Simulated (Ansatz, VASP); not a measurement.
Pt: VASP beside Ansatz

```
CELL_PARAMETERS angstrom
2.74969 0.00000 0.00000
-1.37484 2.38130 0.00000
0.00000 0.00000 9.20940
ATOMIC_POSITIONS crystal
Pt 0.00000 0.00000 0.00000
Pt 0.00000 0.00000 0.50000
Pt 0.33333 0.66667 0.75000
Pt 0.66667 0.33333 0.25000
```

Alike in both runs: functional PBEsol; k mesh 21 × 21 × 6; occupations gaussian, width 0.1 eV; no spin polarisation.

Ansatz relaxed the structure, and its values are those at the end. VASP's run is a single point on that final structure, the one shown.

|  | VASP | Ansatz |
| --- | --- | --- |
| version | VASP 6.6.1 | Ansatz 0.2.0 |
| potentials or method | VASP PAW PBE potentials, release 64 (Pt), cutoff 520 eV | scalar-relativistic, plane waves, PAW |
| valence electrons in the cell | 40 | 72 |

|  | VASP | Ansatz | Ansatz less VASP |
| --- | --- | --- | --- |
| gap on the k mesh at the Fermi level (eV) | none | none | - |
| pressure (GPa) | -0.4 | 0.0 | +0.39 |

VASP's potentials were made for PBE, not for PBEsol. A gap of «none» marks a metal or a gap that the smearing closes. The functional is the same, so the differences come from potentials, cutoffs and numerics. VASP's potentials hold 40 valence electrons a cell and Ansatz's 72, so a difference there can come from the potentials and not from the codes.

Spin-orbit coupling is off throughout.
